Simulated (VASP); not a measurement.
# Sn2PbO3 (Pmmn) in VASP: further runs

Runs on Sn2PbO3. Level: PBE. Tasks: relaxation of cell and atoms, single point.

Program: VASP 6.6.1. These are calculated values, not measurements. Logs are shortened: lines on timing, memory, paths and dates and some standing lists are left out, and cuts for length are marked.

## (1) The cell of the first run

The structure is orthorhombic, space group Pmmn (No. 59). The conventional cell has a = 3.860 Å, b = 11.580 Å, c = 4.870 Å, α = 90.00°, β = 90.00°, γ = 90.00°. Sn (site symmetry m) has 4 O at 2.25 Å within 3.0 Å. Within 3.0 Å of Pb (site symmetry mm2) lie 4 O at 2.25 Å. Within 3.0 Å of O (site symmetry mm2) lie 2 Pb at 2.25 Å and 2 Sn at 2.25 Å and 4 O at 2.73 Å. O (site symmetry m) has 3 Sn at 2.25 Å and 1 Pb at 2.25 Å and 4 O at 2.73 Å within 3.0 Å.

## (2) Relaxation of cell and atoms, PBE

INCAR

```
SYSTEM = Sn2PbO3
ALGO = Normal
EDIFF = 1E-7
EDIFFG = -0.08
ENCUT = 600
GGA = PE
GGA_COMPAT = .False.
IBRION = 2
ISIF = 3
ISMEAR = 0
LASPH = .True.
LCHARG = .False.
LREAL = .False.
LWAVE = .False.
NELM = 120
NELMIN = 4
NSW = 36
PREC = Accurate
SIGMA = 0.15
```

KPOINTS

```
k-points
0
Gamma
  3 1 3
  0 0 0
```

POSCAR

```
Sn2PbO3
1.0
    3.8600000000      0.0000000000      0.0000000000
    0.0000000000     11.5800000000      0.0000000000
    0.0000000000      0.0000000000      4.8700000000
Sn Pb O
4 2 6
Direct
    0.0000000000      0.8333000000      0.2370000000
    0.5000000000      0.6667000000      0.7630000000
    0.0000000000      0.1667000000      0.2370000000
    0.5000000000      0.3333000000      0.7630000000
    0.0000000000      0.5000000000      0.2370000000
    0.5000000000      0.0000000000      0.7630000000
    0.5000000000      0.5000000000      0.0000000000
    0.0000000000      0.6667000000      0.0000000000
    0.5000000000      0.8333000000      0.0000000000
    0.0000000000      0.0000000000      0.0000000000
    0.0000000000      0.3333000000      0.0000000000
    0.5000000000      0.1667000000      0.0000000000
```

Potentials or basis: VASP PAW PBE potentials, release 64 (Sn_d, Pb_d, O).

The run is started by

```sh
$ cat potpaw_PBE.64/Sn_d/POTCAR potpaw_PBE.64/Pb_d/POTCAR potpaw_PBE.64/O/POTCAR > POTCAR
$ mpirun -np 1 vasp_std > vasp.out
```

OUTCAR:

```text
SYSTEM = Sn2PbO3
   EDIFF = 1E-7
   EDIFFG = -0.08
   ENCUT = 600
   GGA = PE
   IBRION = 2
   ISIF = 3
   ISMEAR = 0
   LASPH = .True.
   LREAL = .False.
   NELM = 120
   NELMIN = 4
   NSW = 36
   PREC = Accurate

 ion  position               nearest neighbor table
   1  0.000  0.833  0.237-   8 2.25   9 2.25   9 2.25  10 2.25   2 3.57   2 3.57   6 3.57   6 3.57
                             2 3.74   2 3.74   6 3.74   6 3.74   5 3.86
   2  0.500  0.667  0.763-   9 2.25   8 2.25   8 2.25   7 2.25   1 3.57   1 3.57   5 3.57   5 3.57
                             1 3.74   1 3.74   5 3.74   5 3.74   6 3.86
   3  0.000  0.167  0.237-  11 2.25  12 2.25  12 2.25  10 2.25   4 3.57   4 3.57   6 3.57   6 3.57
                             4 3.74   4 3.74   6 3.74   6 3.74   5 3.86
   4  0.500  0.333  0.763-  12 2.25  11 2.25  11 2.25   7 2.25   3 3.57   3 3.57   5 3.57   5 3.57
                             3 3.74   3 3.74   5 3.74   5 3.74   6 3.86
   5  0.000  0.500  0.237-   7 2.25   7 2.25  11 2.25   8 2.25   2 3.57   2 3.57   4 3.57   4 3.57
                             4 3.74   4 3.74   2 3.74   2 3.74   3 3.86   1 3.86
   6  0.500  0.000  0.763-  10 2.25  10 2.25  12 2.25   9 2.25   1 3.57   1 3.57   3 3.57   3 3.57
                             3 3.74   1 3.74   1 3.74   3 3.74   2 3.86   4 3.86
   7  0.500  0.500  0.000-   5 2.25   5 2.25   2 2.25   4 2.25
   8  0.000  0.667  0.000-   1 2.25   2 2.25   2 2.25   5 2.25
   9  0.500  0.833  0.000-   2 2.25   1 2.25   1 2.25   6 2.25
  10  0.000  0.000  0.000-   6 2.25   6 2.25   1 2.25   3 2.25
  11  0.000  0.333  0.000-   3 2.25   4 2.25   4 2.25   5 2.25
  12  0.500  0.167  0.000-   4 2.25   3 2.25   3 2.25   6 2.25

  LATTYP: Found a simple orthorhombic cell.
 ALAT       =     3.8600000000
 B/A-ratio  =     1.2616580311
 C/A-ratio  =     3.0000000000

  Lattice vectors:

 A1 = (  -3.8600000000,   0.0000000000,   0.0000000000)
 A2 = (   0.0000000000,   0.0000000000,   4.8700000000)
 A3 = (   0.0000000000,  11.5800000000,   0.0000000000)

Analysis of symmetry for initial positions (statically):
=====================================================================
 Subroutine PRICEL returns:
 Original cell was already a primitive cell.

 Routine SETGRP: Setting up the symmetry group for a
 simple orthorhombic supercell.

 Subroutine GETGRP returns: Found  8 space group operations
 (whereof  4 operations were pure point group operations)
 out of a pool of  8 trial point group operations.

The static configuration has the point symmetry C_2v.
 The point group associated with its full space group is D_2h.

Analysis of symmetry for dynamics (positions and initial velocities):
=====================================================================
 Subroutine PRICEL returns:
 Original cell was already a primitive cell.

 Routine SETGRP: Setting up the symmetry group for a
 simple orthorhombic supercell.

 Subroutine GETGRP returns: Found  8 space group operations
 (whereof  4 operations were pure point group operations)
 out of a pool of  8 trial point group operations.

The dynamic configuration has the point symmetry C_2v.
 The point group associated with its full space group is D_2h.

 Subroutine INISYM returns: Found  8 space group operations
 (whereof  4 operations are pure point group operations),
 and found     1 'primitive' translations

----------------------------------------------------------------------------------------

                                     Primitive cell

  volume of cell :     217.6832

  direct lattice vectors                    reciprocal lattice vectors
     3.860000000  0.000000000  0.000000000     0.259067358  0.000000000  0.000000000
     0.000000000 11.580000000  0.000000000     0.000000000  0.086355786  0.000000000
     0.000000000  0.000000000  4.870000000     0.000000000  0.000000000  0.205338809

  length of vectors
     3.860000000 11.580000000  4.870000000     0.259067358  0.086355786  0.205338809

  position of ions in fractional coordinates (direct lattice)
     0.000000000  0.833300000  0.237000000
     0.500000000  0.666700000  0.763000000
     0.000000000  0.166700000  0.237000000
     0.500000000  0.333300000  0.763000000
     0.000000000  0.500000000  0.237000000
     0.500000000  0.000000000  0.763000000
     0.500000000  0.500000000  0.000000000
     0.000000000  0.666700000  0.000000000
     0.500000000  0.833300000  0.000000000
     0.000000000  0.000000000  0.000000000
     0.000000000  0.333300000  0.000000000
     0.500000000  0.166700000  0.000000000

  ion indices of the primitive-cell ions
   primitive index   ion index
                 1           1
                 2           2
                 3           3
                 4           4
                 5           5
                 6           6
                 7           7
                 8           8
                 9           9
                10          10
                11          11
                12          12

----------------------------------------------------------------------------------------

 KPOINTS: k-points

Automatic generation of k-mesh.
 Grid dimensions read from file:
 generate k-points for:    3    1    3

 Generating k-lattice:

  Cartesian coordinates                     Fractional coordinates (reciprocal lattice)
     0.086355786  0.000000000  0.000000000     0.333333333  0.000000000  0.000000000
     0.000000000  0.086355786  0.000000000     0.000000000  1.000000000  0.000000000
     0.000000000  0.000000000  0.068446270     0.000000000  0.000000000  0.333333333

  Length of vectors
     0.086355786  0.086355786  0.068446270

  Shift w.r.t. Gamma in fractional coordinates (k-lattice)
     0.000000000  0.000000000  0.000000000

 Subroutine IBZKPT returns following result:
 ===========================================

 Found      4 irreducible k-points:

 Following reciprocal coordinates:
            Coordinates               Weight
  0.000000  0.000000  0.000000      1.000000
  0.333333  0.000000  0.000000      2.000000
  0.000000  0.000000  0.333333      2.000000
  0.333333  0.000000  0.333333      4.000000
   k-points           NKPTS =      4   k-points in BZ     NKDIM =      4   number of bands    NBANDS=     72
   number of dos      NEDOS =    301   number of ions     NIONS =     12
   total plane-waves  NPLWV = 122880
   dimension x,y,z NGX =    32 NGY =   96 NGZ =   40
   dimension x,y,z NGXF=    64 NGYF=  192 NGZF=   80
   ions per type =               4   2   6
   NGX,Y,Z   is equivalent  to a cutoff of  13.78, 13.78, 13.65 a.u.
   NGXF,Y,Z  is equivalent  to a cutoff of  27.56, 27.56, 27.31 a.u.
 SYSTEM =  Sn2PbO3
   PREC   = accura    normal or accurate (medium, high low for compatibility)
   ISTART =      0    job   : 0-new  1-cont  2-samecut
   ICHARG =      2    charge: 1-file 2-atom 10-const
   ISPIN  =      1    spin polarized calculation?
   LNONCOLLINEAR =      F non collinear calculations
   LSORBIT =      F    spin-orbit coupling
   LASPH  =      T    aspherical Exc in radial PAW
   ENCUT  =  600.0 eV  44.10 Ry    6.64 a.u.   7.71 23.13  9.73*2*pi/ulx,y,z
   NELM   =    120;   NELMIN=  4; NELMDL= -5     # of ELM steps
   EDIFF  = 0.1E-06   stopping-criterion for ELM
   LREAL  =      F    real-space projection
   EDIFFG = -.8E-01   stopping-criterion for IOM
   NSW    =     36    number of steps for IOM
   IBRION =      2    ionic relax: 0-MD 1-quasi-New 2-CG
   NFREE  =      1    steps in history (QN), initial steepest desc. (CG)
   ISIF   =      3    stress and relaxation
   ISYM   =      2    0-nonsym 1-usesym 2-fastsym
   POTIM  = 0.5000    time-step for ionic-motion
   TEBEG  =    0.0;   TEEND  =   0.0 temperature during run
   PSTRESS=    0.0 pullay stress
   NELECT =     120.0000    total number of electrons
   NUPDOWN=      -1.0000    fix difference up-down
   EMIN   =  10.00;   EMAX   =-10.00  energy-range for DOS
   EFERMI =   0.00;   METHOD = LEGACY
   ISMEAR =     0;   SIGMA  =   0.15  broadening in eV -4-tet -1-fermi 0-gaus
   EFERMI_NEDOS =   21; number of points for ismear=-14 and -15
   IALGO  =     38    algorithm
   IMIX   =      4    mixing-type and parameters
     AMIX     =   0.40;   BMIX     =  1.00
     AMIX_MAG =   1.60;   BMIX_MAG =  1.00
  volume/ion in A,a.u.               =      18.14       122.42
  Fermi-wavevector in a.u.,A,eV,Ry     =   1.342333  2.536642 24.515769  1.801858
  Thomas-Fermi vector in A             =   2.470495
   LORBIT       =      0    0 simple, 1 ext, 2 COOP (PROOUT), +10 PAW based schemes
   GGA     = PE    functional components
   LHFCALC =     F    Hartree Fock is set to
   AEXX    =    0.0000 exact exchange contribution
   IVDW    =     0    specifies the selected vdW correction
   LEPSILON=     F    determine dielectric tensor
   LRPA    =     F    only Hartree local field effects (RPA)
 conjugate gradient relaxation of ions
 non-spin polarized calculation
 Gauss-broadening in eV      SIGMA  =   0.15
  energy-cutoff  :      600.00
  volume of cell :      217.68
 maximum number of plane-waves:      7273
 NGX is ok and might be reduce to    32
   NGX = 15   NGY = 47   NGZ = 19

--------------------------------------- Ionic step        1  -------------------------------------------

 number of electron     119.9999986 magnetization

 Free energy of the ion-electron system (eV)
  ---------------------------------------------------
  ext. energy  EPLUGINS =         0.00000000
  ---------------------------------------------------
  free energy    TOTEN  =       -66.54355121 eV

  energy without entropy =      -66.54355121  energy(sigma->0) =      -66.54355121

 E-fermi :   7.1659     XC(G=0): -10.1550

 val. band max:        6.4966866379   @ k =   0.0000   0.0000   0.0000
 cond. band min:       8.0275589615   @ k =   0.3333   0.0000   0.0000
 fundamental gap:      1.5308723237
 Fermi energy:         7.1659265600

 k-point     1 :       0.0000    0.0000    0.0000
  band No.  band energies     occupation
      1     -15.0291      2.00000
      2     -15.0066      2.00000
      3     -14.9312      2.00000
      4     -14.8206      2.00000
      5     -14.8162      2.00000
      6     -14.7311      2.00000
[... 420 lines left out ...]
  FREE ENERGIE OF THE ION-ELECTRON SYSTEM (eV)
  ---------------------------------------------------
  free  energy   TOTEN  =       -66.9913422456 eV

  energy  without entropy=      -66.9913422456  energy(sigma->0) =      -66.99134225

[... ionic steps 4 to 9 ...]

--------------------------------------- Ionic step       10  -------------------------------------------

 number of electron     119.9999946 magnetization

------------------------ aborting loop because EDIFF is reached ----------------------------------------

  FORCE on cell =-STRESS in cart. coord.  units (eV):
  Direction    XX          YY          ZZ          XY          YZ          ZX
  --------------------------------------------------------------------------------------
  -------------------------------------------------------------------------------------
  Total        0.1905372     -0.0385959      0.2090433      0.0000000      0.0000000      0.0000000
  in kB        1.3182824     -0.2670364      1.4463219      0.0000000      0.0000000      0.0000000
  external PRESSURE =       0.8325226 kB  Pullay stress =       0.0000000 kB
[... 77 lines left out ...]
  energy  without entropy=      -67.1348094876  energy(sigma->0) =      -67.13480949

--------------------------------------- Ionic step       12  -------------------------------------------

 number of electron     119.9999937 magnetization

 Free energy of the ion-electron system (eV)
  ---------------------------------------------------
  ext. energy  EPLUGINS =         0.00000000
  ---------------------------------------------------
  free energy    TOTEN  =       -67.13809863 eV

  energy without entropy =      -67.13809863  energy(sigma->0) =      -67.13809863

 E-fermi :   6.3151     XC(G=0):  -9.7709

 val. band max:        5.6222482871   @ k =   0.0000   0.0000   0.0000
 cond. band min:       7.2928756692   @ k =   0.3333   0.0000   0.0000
 fundamental gap:      1.6706273822
 Fermi energy:         6.3150969852

 k-point     1 :       0.0000    0.0000    0.0000
  band No.  band energies     occupation
      1     -15.6555      2.00000
      2     -15.6299      2.00000
      3     -15.5728      2.00000
      4     -15.4753      2.00000
      5     -15.4343      2.00000
      6     -15.3548      2.00000
[... 328 lines left out ...]
  FREE ENERGIE OF THE ION-ELECTRON SYSTEM (eV)
  ---------------------------------------------------
  free  energy   TOTEN  =       -67.1380986330 eV

  energy  without entropy=      -67.1380986330  energy(sigma->0) =      -67.13809863

 reached required accuracy - stopping structural energy minimisation
```

Wall time 11 min (1 thread of AMD EPYC 9R45 (Zen 5), shared host); peak memory 0.37 GiB.

Results:

```yaml
Free_energy: -67.1381 eV
Relaxed_volume: 19.51 Å³/atom
Relaxed_cell: a = 3.935 Å, b = 11.745 Å, c = 5.065 Å, α = 90.00°, β = 90.00°, γ = 90.00°
Space_group_after_relaxing_to_0.1_Å: Pmmn (No. 59)
Energy_gained_by_relaxing: 49.5 meV/atom
Ionic_steps: 12
Pressure_after_relaxing: 0.0 GPa
Largest_force_after_relaxing: 0.065 eV/Å
Band_gap_on_the_k_mesh: 1.67 eV (least direct gap 2.07 eV)
```

Forces on the atoms (eV/Å):
```
Sn   0.000  0.008 -0.061
Sn   0.000 -0.008  0.061
Sn   0.000 -0.008 -0.061
Sn   0.000  0.008  0.061
Pb   0.000  0.000  0.065
Pb   0.000  0.000 -0.065
O    0.000  0.000 -0.026
O    0.000 -0.047 -0.001
O    0.000  0.047  0.001
O    0.000  0.000  0.026
O    0.000  0.047 -0.001
O    0.000 -0.047  0.001
```

Stress tensor (GPa, compression positive):
```
 0.06  0.00  0.00
 0.00 -0.15  0.00
 0.00  0.00 -0.01
```

The path:
```tsv
step	energy change (eV)	largest force (eV/Å)	pressure (GPa)	volume (Å³)
1	0.0000	2.1789	5.39	217.68
2	-0.3368	1.1174	-4.16	237.49
3	-0.4478	0.7894	-1.40	230.41
4	-0.5684	0.1421	0.06	228.29
5	-0.5719	0.0912	0.39	227.86
6	-0.5766	0.1132	0.00	229.17
7	-0.5772	0.1240	-0.18	229.82
8	-0.5812	0.1068	0.00	230.08
9	-0.5836	0.1089	0.26	230.44
10	-0.5877	0.0967	0.08	231.57
11	-0.5913	0.1140	-0.24	233.74
12	-0.5945	0.0645	-0.04	234.07
```

Final structure:
```xyz
12
Lattice="3.9350 0.0000 0.0000 0.0000 11.7450 0.0000 0.0000 0.0000 5.0646" Properties=species:S:1:pos:R:3 pbc="T T T"
Sn    0.0000    9.7952    1.1166
Sn    1.9675    7.8223    3.9480
Sn    0.0000    1.9498    1.1166
Sn    1.9675    3.9227    3.9480
Pb    0.0000    5.8725    1.2931
Pb    1.9675    0.0000    3.7715
O     1.9675    5.8725    5.0519
O     0.0000    7.9004    5.0439
O     1.9675    9.7171    0.0207
O     0.0000    0.0000    0.0127
O     0.0000    3.8446    5.0439
O     1.9675    2.0279    0.0207
```

Caveat: the k points lie up to 0.53 Å⁻¹ apart in the final cell; spin-orbit coupling is left out, which moves the levels of the heavy elements; the relaxation stopped at a loose force limit of 0.08 eV/Å, so its end isn't a converged minimum. A k mesh can miss the band edges.

[end of part 1 of 2]
